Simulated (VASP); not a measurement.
Runs of VASP 6.6.1 on Na. The structure is that of space group Im-3m (No. 229), or close to it. The cells are those of the table. 

```csv
task,cell,k mesh,cutoff (eV),smearing,gap on the mesh (eV),pressure (GPa),relaxed volume (Å³/atom)
single point,"a = 3.641 Å, angles 109.5°, 1 atom",14 × 14 × 14,520,fermi-dirac 0.15 eV,none,-0.1,-
relaxation of cell and atoms,"relaxed from a = 3.634 Å, angles 109.5°, 1 atom",14 × 14 × 14,600,fermi-dirac 0.15 eV,none,0.0,37.05
single point,"a = 3.668 Å, angles 109.5°, 1 atom",6 × 6 × 6,520,gaussian 0.1 eV,none,-0.2,-
relaxation of cell and atoms,"relaxed from a = 3.668 Å, angles 109.5°, 1 atom",14 × 14 × 14,600,gaussian 0.1 eV,none,0.0,(a)
single point,"a = 3.634 Å, angles 109.5°, 1 atom",14 × 14 × 14,520,gaussian 0.1 eV,none,0.0,-
```

Alike in all rows: level PBE; potentials or basis VASP PAW PBE potentials, release 64 (Na_pv); no spin polarisation.

Problem. Fill in the values left out.

Solution. (a) 37.16.

A gap of «none» marks levels without a gap at the run's occupations.
